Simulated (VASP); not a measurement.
BN: single point with PBEsol

The system is BN, a slab with vacuum.

```
CELL_PARAMETERS angstrom
2.50419 0.00000 0.00000
-1.25210 2.16870 0.00000
0.00000 0.00000 25.44613
ATOMIC_POSITIONS crystal
B 0.66667 0.33333 0.29447
B 0.33333 0.66667 0.43154
B 0.00000 0.00000 0.56847
B 0.66667 0.33333 0.70554
N 0.33333 0.66667 0.29435
N 0.00000 0.00000 0.43154
N 0.66667 0.33333 0.56846
N 0.33333 0.66667 0.70563
```

```
Program                : VASP 6.6.1
Task                   : single point
Functional             : PBEsol
Potentials or basis    : VASP PAW PBE potentials, release 64 (B, N)
Cutoff                 : 520 eV
k mesh                 : 12 × 12 × 1, shifted
Occupations            : gaussian, width 0.05 eV
Spin                   : no spin polarisation
Dipole correction      : yes
Further INCAR settings : ALGO = Normal; EDIFF = 1e-06; NBANDS = 26; ISYM = -1; NELMDL = -8
```

```
Largest force          : 0.019 eV/Å
Band gap on the k mesh : 4.30 eV (least direct gap 4.49 eV)
```

Forces on the atoms (eV/Å):
```
B    0.000  0.000 -0.019
B    0.000  0.000 -0.007
B    0.000  0.000 -0.006
B    0.000  0.000  0.004
N    0.000  0.000  0.018
N    0.000  0.000  0.006
N    0.000  0.000  0.007
N    0.000  0.000 -0.002
```

Levels at points of the mesh, in eV from the valence-band top:
```tsv
k point	band 12	band 13	band 14	band 15	band 16	band 17	band 18	band 19	band 20	band 21
(0.04, 0.04, 0.00)	-1.67	-1.67	-1.61	-1.54	-1.45	4.90	5.26	5.83	6.66	6.89
```

Wall time 6.8 min on 1 thread of Intel(R) Xeon(R) Platinum 8259CL CPU @ 2.50GHz (Skylake/Cascade Lake) (shared host), peak memory 0.36 GiB.

Caveat: the PAW data sets were made with another functional, which shifts forces and pressure a little.
